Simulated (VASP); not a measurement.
A run of VASP 6.6.1:

The input INCAR:

```
PREC = Accurate
ENCUT = 520
EDIFF = 1E-6
ISMEAR = 0
SIGMA = 0.05
LREAL = False
LASPH = True
NELM = 60
ALGO = Normal
ISIF = 2
LWAVE = False
LCHARG = True
GGA = PE
LELF = True
LVHAR = True
NBANDS = 18
```

The input KPOINTS:

```
regular mesh
0
Gamma
  9 9 4
```

POSCAR

```
PtS2
1.0
    3.4514000000      0.0000000000      0.0000000000
   -1.7257000000      2.9890000786      0.0000000000
    0.0000000000      0.0000000000      6.1718000000
Pt S
1 2
Direct
    0.0000000000      0.0000000000      0.0000000000
    0.3333333333      0.6666666667      0.2103849897
    0.6666666667      0.3333333333      0.7896150103
```

Potentials or basis: VASP PAW PBE potentials, release 64 (Pt, S).

Launch:

```sh
$ cat potpaw_PBE.64/Pt/POTCAR potpaw_PBE.64/S/POTCAR > POTCAR
$ mpirun -np 1 vasp_std > vasp.out
```

Hardware: 1 thread of Intel(R) Xeon(R) Platinum 8559C (Emerald Rapids), on a shared host.

Problem. Estimate the wall time of this run.

Solution. It took 26 s on 1 thread of Intel(R) Xeon(R) Platinum 8559C (Emerald Rapids), on a shared host, peak memory 0.21 GiB. Counts: scf iterations 14, k points 43.
